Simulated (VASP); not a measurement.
Here is a VASP 6.6.1 calculation.

File INCAR:

```
  PREC = Accurate
  ENCUT = 520
  EDIFF = 1E-6
  ISMEAR = -1
  SIGMA = 0.1
  LREAL = False
  LASPH = True
  NELM = 100
  ALGO = Normal
  ISIF = 2
  LWAVE = False
  LCHARG = False
  GGA = PS
  NBANDS = 24
```

File KPOINTS:

```
regular mesh
0
Gamma
  9 9 13
```

File POSCAR:

```
Ta
1.0
    4.7413744459      0.0000000000      0.0000000000
   -2.3706872229      4.1061507190      0.0000000000
    0.0000000000      0.0000000000      2.6624121842
Ta
3
Direct
    0.0000000000      1.0000000000      0.0000000000
    0.3333333333      0.6666666667      0.5000000000
    0.6666666667      0.3333333333      0.5000000000
```

Potentials or basis: VASP PAW PBE potentials, release 64 (Ta_pv).

Run with:

```console
$ cat potpaw_PBE.64/Ta_pv/POTCAR > POTCAR
$ mpirun -np 1 vasp_std > vasp.out
```

(1) Predict the pressure.

Answers

(1) 9.0 GPa.

Caveat: the PAW data sets were made with another functional, which shifts forces and pressure a little.
